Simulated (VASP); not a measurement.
# Cu5O4 in VASP: single point with PBE

Aim: the single point of Cu5O4 with PBE.

All numbers are computed with VASP 6.6.1; they aren't measurements. Logs are shortened: lines on timing, memory, paths and dates and some standing lists are left out, and cuts for length are marked.

### Step 1. The cell of the first run

The cell holds a slab with vacuum, 18 atoms: a = 2.949 Å, b = 5.937 Å, c = 25.233 Å, α = 90.00°, β = 90.00°, γ = 89.89°.

### Step 2. Single point, PBE

The input, INCAR:

```
SYSTEM = Cu5O4
PREC = Accurate
ENCUT = 520
EDIFF = 1E-7
ISMEAR = 0
SIGMA = 0.1
LREAL = Auto
LASPH = .TRUE.
NELM = 100
ALGO = Fast
ISIF = 2
LWAVE = .FALSE.
LCHARG = .FALSE.
LDIPOL = .TRUE.
IDIPOL = 3
DIPOL = 0.5 0.5 0.500
GGA = PE
NBANDS = 94
```

The input, KPOINTS:

```
Automatic mesh
0
G
  12 6 1
  0 0 0
```

The input, POSCAR:

```
Cu5O4
1.0
    2.9485754517      0.0000000000      0.0000000000
    0.0113284930      5.9374146892      0.0000000000
    0.0000000000      0.0000000000     25.2330787156
Cu O
10 8
Direct
    0.9961547327      0.4179367470      0.3070293647
    0.4950602385      0.7509703152      0.3048635503
    0.9952354556      0.0033858239      0.3962827606
    0.4955251094      0.5051386836      0.4020666961
    0.9949309536      0.7592957900      0.5000007329
    0.4949309310      0.2592993465      0.5000002262
    0.9946263372      0.5152076350      0.6037168543
    0.4943366937      0.0134503850      0.5979330841
    0.9937070816      0.1006390648      0.6929693076
    0.4948015445      0.7676130538      0.6951364066
    0.9943931341      0.9338706530      0.3214377895
    0.9961760458      0.3132379224      0.3788938544
    0.9948545025      0.6977309392      0.4250615189
    0.9955212841      0.0707766686      0.4735771541
    0.9943405824      0.4478199739      0.5264233959
    0.9950073100      0.8208589927      0.5749389182
    0.9936857008      0.2053523659      0.6211059299
    0.9954686520      0.5847150051      0.6785624559
```

Potentials or basis: VASP PAW PBE potentials, release 64 (Cu, O).

The run is started by

```console
> cat potpaw_PBE.64/Cu/POTCAR potpaw_PBE.64/O/POTCAR > POTCAR
> mpirun -np 1 vasp_std > vasp.out
```

OUTCAR:

```text
SYSTEM = Cu5O4
   PREC = Accurate
   ENCUT = 520
   EDIFF = 1E-7
   ISMEAR = 0
   LREAL = Auto
   LASPH = .TRUE.
   NELM = 100
   ISIF = 2
   GGA = PE

 ion  position               nearest neighbor table
   1  0.996  0.418  0.307-  12 1.92   2 2.47   2 2.47
   2  0.495  0.751  0.305-  11 1.88  11 1.88   1 2.47   1 2.47
   3  0.995  0.003  0.396-  12 1.89  11 1.93  13 1.95  14 1.99
   4  0.496  0.505  0.402-  12 1.95  12 1.95  13 1.95  13 1.95
   5  0.995  0.759  0.500-  16 1.93  13 1.93  15 1.97  14 1.97
   6  0.495  0.259  0.500-  15 1.97  14 1.97  15 1.97  14 1.97
   7  0.995  0.515  0.604-  17 1.89  18 1.93  16 1.95  15 1.99
   8  0.494  0.013  0.598-  17 1.95  17 1.95  16 1.95  16 1.95
   9  0.994  0.101  0.693-  17 1.92  10 2.47  10 2.47
  10  0.495  0.768  0.695-  18 1.88  18 1.88   9 2.47   9 2.47
  11  0.994  0.934  0.321-   2 1.88   2 1.88   3 1.93
  12  0.996  0.313  0.379-   3 1.89   1 1.92   4 1.95   4 1.95
  13  0.995  0.698  0.425-   5 1.93   4 1.95   4 1.95   3 1.95
  14  0.996  0.071  0.474-   5 1.97   6 1.97   6 1.97   3 1.99
  15  0.994  0.448  0.526-   5 1.97   6 1.97   6 1.97   7 1.99
  16  0.995  0.821  0.575-   5 1.93   8 1.95   8 1.95   7 1.95
  17  0.994  0.205  0.621-   7 1.89   9 1.92   8 1.95   8 1.95
  18  0.995  0.585  0.679-  10 1.88  10 1.88   7 1.93

  LATTYP: Found a simple monoclinic cell.
 ALAT       =     2.9485754517
 B/A-ratio  =     8.5577185081
 C/A-ratio  =     2.0136590003
 COS(beta)  =    -0.0019079807

  Lattice vectors:

 A1 = (   2.9485754517,   0.0000000000,   0.0000000000)
 A2 = (   0.0000000000,   0.0000000000,  25.2330787156)
 A3 = (  -0.0113284930,  -5.9374146892,   0.0000000000)

Analysis of symmetry for initial positions (statically):
=====================================================================
 Subroutine PRICEL returns:
 Original cell was already a primitive cell.

 Routine SETGRP: Setting up the symmetry group for a
 simple monoclinic supercell.

 Subroutine GETGRP returns: Found  1 space group operations
 (whereof  1 operations were pure point group operations)
 out of a pool of  4 trial point group operations.

The static configuration has the point symmetry C_1 .

Analysis of symmetry for dynamics (positions and initial velocities):
=====================================================================
 Subroutine PRICEL returns:
 Original cell was already a primitive cell.

 Routine SETGRP: Setting up the symmetry group for a
 simple monoclinic supercell.

 Subroutine GETGRP returns: Found  1 space group operations
 (whereof  1 operations were pure point group operations)
 out of a pool of  4 trial point group operations.

The dynamic configuration has the point symmetry C_1 .

 Subroutine INISYM returns: Found  1 space group operations
 (whereof  1 operations are pure point group operations),
 and found     1 'primitive' translations

----------------------------------------------------------------------------------------

                                     Primitive cell

  volume of cell :     441.7534

  direct lattice vectors                    reciprocal lattice vectors
     2.948575452  0.000000000  0.000000000     0.339146824 -0.000647087  0.000000000
     0.011328493  5.937414689  0.000000000     0.000000000  0.168423473  0.000000000
     0.000000000  0.000000000 25.233078716     0.000000000  0.000000000  0.039630519

  length of vectors
     2.948575452  5.937425496 25.233078716     0.339147441  0.168423473  0.039630519

  position of ions in fractional coordinates (direct lattice)
     0.996154733  0.417936747  0.307029365
     0.495060239  0.750970315  0.304863550
     0.995235456  0.003385824  0.396282761
     0.495525109  0.505138684  0.402066696
     0.994930954  0.759295790  0.500000733
     0.494930931  0.259299347  0.500000226
[... 10 lines left out ...]
     0.993685701  0.205352366  0.621105930
     0.995468652  0.584715005  0.678562456

  ion indices of the primitive-cell ions
   primitive index   ion index
                 1           1
                 2           2
                 3           3
                 4           4
                 5           5
                 6           6
[... 10 lines left out ...]
                17          17
                18          18

----------------------------------------------------------------------------------------

 KPOINTS: Automatic mesh

Automatic generation of k-mesh.
 Grid dimensions read from file:
 generate k-points for:   12    6    1

 Generating k-lattice:

  Cartesian coordinates                     Fractional coordinates (reciprocal lattice)
     0.028262235 -0.000053924  0.000000000     0.083333333  0.000000000  0.000000000
     0.000000000  0.028070579  0.000000000     0.000000000  0.166666667  0.000000000
     0.000000000  0.000000000  0.039630519     0.000000000  0.000000000  1.000000000

  Length of vectors
     0.028262287  0.028070579  0.039630519

  Shift w.r.t. Gamma in fractional coordinates (k-lattice)
     0.000000000  0.000000000  0.000000000

 Subroutine IBZKPT returns following result:
 ===========================================

 Found     38 irreducible k-points:

 Following reciprocal coordinates:
            Coordinates               Weight
  0.000000  0.000000  0.000000      1.000000
  0.083333 -0.000000  0.000000      2.000000
  0.166667 -0.000000  0.000000      2.000000
  0.250000 -0.000000  0.000000      2.000000
  0.333333 -0.000000  0.000000      2.000000
  0.416667  0.000000  0.000000      2.000000
[... 16 lines left out ...]
  0.250000  0.333333  0.000000      2.000000
  0.333333  0.333333  0.000000      2.000000
 [... further k-points ...]
   k-points           NKPTS =     38   k-points in BZ     NKDIM =     38   number of bands    NBANDS=     94
   number of dos      NEDOS =    301   number of ions     NIONS =     18
   total plane-waves  NPLWV = 221184
   dimension x,y,z NGX =    24 NGY =   48 NGZ =  192
   dimension x,y,z NGXF=    48 NGYF=   96 NGZF=  384
   ions per type =              10   8
   NGX,Y,Z   is equivalent  to a cutoff of  13.53, 13.44, 12.65 a.u.
   NGXF,Y,Z  is equivalent  to a cutoff of  27.06, 26.88, 25.30 a.u.
 SYSTEM =  Cu5O4
   PREC   = accura    normal or accurate (medium, high low for compatibility)
   ISTART =      0    job   : 0-new  1-cont  2-samecut
   ICHARG =      2    charge: 1-file 2-atom 10-const
   ISPIN  =      1    spin polarized calculation?
   LNONCOLLINEAR =      F non collinear calculations
   LSORBIT =      F    spin-orbit coupling
   LASPH  =      T    aspherical Exc in radial PAW
   ENCUT  =  520.0 eV  38.22 Ry    6.18 a.u.   5.48 11.04 46.92*2*pi/ulx,y,z
   NELM   =    100;   NELMIN=  2; NELMDL= -5     # of ELM steps
   EDIFF  = 0.1E-06   stopping-criterion for ELM
   LREAL  =      T    real-space projection
   EDIFFG = 0.1E-05   stopping-criterion for IOM
   NSW    =      0    number of steps for IOM
   IBRION =     -1    ionic relax: 0-MD 1-quasi-New 2-CG
   NFREE  =      0    steps in history (QN), initial steepest desc. (CG)
   ISIF   =      2    stress and relaxation
   ISYM   =      2    0-nonsym 1-usesym 2-fastsym
   POTIM  = 0.5000    time-step for ionic-motion
   TEBEG  =    0.0;   TEEND  =   0.0 temperature during run
   PSTRESS=    0.0 pullay stress
   NELECT =     158.0000    total number of electrons
   NUPDOWN=      -1.0000    fix difference up-down
   EMIN   =  10.00;   EMAX   =-10.00  energy-range for DOS
   EFERMI =   0.00;   METHOD = LEGACY
   ISMEAR =     0;   SIGMA  =   0.10  broadening in eV -4-tet -1-fermi 0-gaus
   EFERMI_NEDOS =   21; number of points for ismear=-14 and -15
   IALGO  =     68    algorithm
   IMIX   =      4    mixing-type and parameters
     AMIX     =   0.40;   BMIX     =  1.00
     AMIX_MAG =   1.60;   BMIX_MAG =  1.00
  volume/ion in A,a.u.               =      24.54       165.62
  Fermi-wavevector in a.u.,A,eV,Ry     =   1.162074  2.196002 18.373535  1.350417
  Thomas-Fermi vector in A             =   2.298639
   LORBIT       =      0    0 simple, 1 ext, 2 COOP (PROOUT), +10 PAW based schemes
   GGA     = PE    functional components
   LHFCALC =     F    Hartree Fock is set to
   AEXX    =    0.0000 exact exchange contribution
   IVDW    =     0    specifies the selected vdW correction
   LEPSILON=     F    determine dielectric tensor
   LRPA    =     F    only Hartree local field effects (RPA)
 non-spin polarized calculation
 RMM-DIIS sequential band-by-band and
 Gauss-broadening in eV      SIGMA  =   0.10
  energy-cutoff  :      520.00
  volume of cell :      441.75
 maximum number of plane-waves:     11961
 NGX is ok and might be reduce to    24
   NGX = 11   NGY = 23   NGZ = 93

 dipolmoment           0.000000      0.000000     -0.000014 electrons x Angstroem

 number of electron     158.0000029 magnetization

 dipolmoment           0.000000      0.000000      0.000001 electrons x Angstroem

 Free energy of the ion-electron system (eV)
  ---------------------------------------------------
  ext. energy  EPLUGINS =         0.00000000
  ---------------------------------------------------
  free energy    TOTEN  =       -82.86589538 eV

  energy without entropy =      -82.82028333  energy(sigma->0) =      -82.84308936

 E-fermi :  -0.2504     XC(G=0):  -5.9165

 val. band max:       -0.2675732119   @ k =   0.0833   0.5000   0.0000
 cond. band min:      -0.2496947254   @ k =   0.1667   0.1667   0.0000
 fundamental gap:      0.0178784865
 Fermi energy:        -0.2503612783

 k-point     1 :       0.0000    0.0000    0.0000
  band No.  band energies     occupation
      1     -19.9237      2.00000
      2     -19.7182      2.00000
      3     -19.2350      2.00000
      4     -18.8897      2.00000
      5     -18.8680      2.00000
      6     -18.6373      2.00000
[... 83 lines left out ...]
     90       3.7703      0.00000
     91       4.5038      0.00000

 k-point     2 :       0.0833   -0.0000    0.0000
  band No.  band energies     occupation
      1     -19.8889      2.00000
      2     -19.6853      2.00000
      3     -19.2073      2.00000
      4     -18.8785      2.00000
      5     -18.8530      2.00000
      6     -18.6245      2.00000
[... 2151 lines left out ...]
     90       4.6362      0.00000
     91       4.7484      0.00000

 [... further k-points ...]

 [bands above 91 left out]

------------------------ aborting loop because EDIFF is reached ----------------------------------------

 vacuum level on the upper side and lower side of the slab       (xc-potential included)        -0.104        -0.104

  FORCE on cell =-STRESS in cart. coord.  units (eV):
  Direction    XX          YY          ZZ          XY          YZ          ZX
  --------------------------------------------------------------------------------------
  -------------------------------------------------------------------------------------
  Total       -1.5153207      1.5980760      0.8314224     -0.0185530      0.1798298      0.0012282
  in kB       -5.4958549      5.7959967      3.0154521     -0.0672891      0.6522173      0.0044546
  external PRESSURE =       1.1051980 kB  Pullay stress =       0.0000000 kB

 VOLUME and BASIS-vectors are now :
 -----------------------------------------------------------------------------
  energy-cutoff  :      520.00
  volume of cell :      441.75
      direct lattice vectors                 reciprocal lattice vectors
     2.948575452  0.000000000  0.000000000     0.339146824 -0.000647087  0.000000000
     0.011328493  5.937414689  0.000000000     0.000000000  0.168423473  0.000000000
     0.000000000  0.000000000 25.233078716     0.000000000  0.000000000  0.039630519

 POSITION                                       TOTAL-FORCE (eV/Angst)
 -----------------------------------------------------------------------------------
      2.94197      2.48146      7.74730         0.001155     -0.024784     -0.061580
      1.46823      4.45882      7.69265         0.001460     -0.044409     -0.046499
      2.93457      0.02010      9.99943         0.001648     -0.004907      0.014528
      1.46682      2.99922     10.14538         0.002468      0.005421      0.018214
      2.94223      4.50825     12.61656         0.000742      0.001512     -0.000767
      1.46228      1.53957     12.61655         0.000761      0.000494     -0.000173
[... 10 lines left out ...]
      2.93228      1.21926     15.67241        -0.002322      0.000261     -0.013674
      2.94184      3.47170     17.12222        -0.000287     -0.057225      0.016929
 -----------------------------------------------------------------------------------
    total drift:                               -0.007142     -0.008143     -0.000484

  FREE ENERGIE OF THE ION-ELECTRON SYSTEM (eV)
  ---------------------------------------------------
  free  energy   TOTEN  =       -82.8658953820 eV

  energy  without entropy=      -82.8202833293  energy(sigma->0) =      -82.84308936

 vacuum level on the upper side and lower side of the slab         4.386         4.386
```

It took 2.5 h on 1 thread of Oxide Virtual Turin-like, shared host; peak memory 1.1 GiB.

Results:

```yaml
Free_energy: -82.8659 eV
Largest_force: 0.067 eV/Å
Band_gap_on_the_k_mesh: zero (bands 79 and 80 overlap by 0.32 eV)
```

Forces on the atoms (eV/Å):
```
Cu   0.001 -0.025 -0.062
Cu   0.001 -0.044 -0.046
Cu   0.002 -0.005  0.015
Cu   0.002  0.005  0.018
Cu   0.001  0.002 -0.001
Cu   0.001  0.000  0.000
Cu   0.002  0.004 -0.014
Cu   0.002 -0.007 -0.018
Cu   0.002  0.026  0.062
Cu   0.001  0.047  0.047
O   -0.002  0.056 -0.016
O   -0.001 -0.003  0.012
O   -0.003  0.000 -0.016
O   -0.002 -0.011  0.005
O   -0.002  0.010 -0.004
O   -0.002  0.002  0.016
O   -0.002  0.000 -0.014
O    0.000 -0.057  0.017
```
